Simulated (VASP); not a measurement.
The system is Te.

```xyz
4
Lattice="4.5628 0.0000 0.0000 -2.2814 3.9515 0.0000 0.0000 0.0000 7.5286" Properties=species:S:1:pos:R:3 pbc="T T T"
Te    0.0000    2.6343    3.2938
Te    2.2814    1.3172    7.0581
Te    2.2814    1.3172    4.2348
Te    0.0000    2.6343    0.4705
```

| Item | Value |
| --- | --- |
| Program | VASP 6.6.1 |
| Task | relaxation of cell and atoms |
| Functional | r2SCAN |
| Potentials or basis | VASP PAW PBE potentials, release 64 (Te) |
| Cutoff | 600 eV |
| k mesh | 6 × 6 × 2 |
| Occupations | gaussian, width 0.1 eV |
| Spin | no spin polarisation |

At the start: pressure 15.1 GPa; volume 33.93 Å³/atom.

Problem. Where does the relaxation end?

Solution. Over 19 steps the energy falls by 693.4 meV/atom and the volume is 54.48 Å³/atom (+60.5 %); space group P6_3/mmc (No. 194, to 0.05 Å).

The path:
| step | energy change (eV) | largest force (eV/Å) | pressure (GPa) | volume (Å³) |
| --- | --- | --- | --- | --- |
| 1 | 0.0000 | 0.4086 | 15.07 | 135.74 |
| 2 | -1.6361 | 0.6202 | -2.60 | 208.61 |
| 3 | -1.8384 | 0.8195 | 0.03 | 184.51 |
| 4 | -1.8388 | 0.8094 | -0.14 | 185.60 |
| 5 | -2.0595 | 1.0172 | -0.49 | 187.29 |
| 6 | -2.3752 | 0.9290 | -0.21 | 189.54 |
| 7 | -2.6908 | 0.2054 | 1.48 | 193.39 |
| 8 | -2.7344 | 0.2318 | -0.13 | 213.23 |
| 9 | -2.7381 | 0.2383 | 0.20 | 208.22 |
| 10 | -2.7540 | 0.1146 | -0.02 | 209.41 |
| 11 | -2.7600 | 0.0282 | -0.25 | 210.60 |
| 12 | -2.7661 | 0.0478 | 0.19 | 208.71 |
| 13 | -2.7663 | 0.0442 | 0.12 | 209.00 |
| 14 | -2.7680 | 0.0434 | 0.10 | 210.07 |
| 15 | -2.7716 | 0.0431 | 0.02 | 213.29 |
| 16 | -2.7729 | 0.0478 | -0.09 | 219.75 |
| 17 | -2.7732 | 0.0461 | -0.07 | 218.17 |
| 18 | -2.7722 | 0.0370 | 0.23 | 217.44 |
| 19 | -2.7735 | 0.0186 | 0.03 | 217.93 |

Final structure:
```xyz
4
Lattice="4.9080 0.0000 0.0000 -2.4540 4.2504 0.0000 0.0000 0.0000 10.4468" Properties=species:S:1:pos:R:3 pbc="T T T"
Te    0.0000    2.8336    4.8321
Te    2.4540    1.4168   10.0554
Te    2.4540    1.4168    5.6147
Te    0.0000    2.8336    0.3913
```

Caveat: the k points lie up to 0.30 Å⁻¹ apart in the final cell; the volume moved by over 15 % at a fixed basis, so the end points are rough; the PAW data sets were made with another functional, which shifts forces and pressure a little.
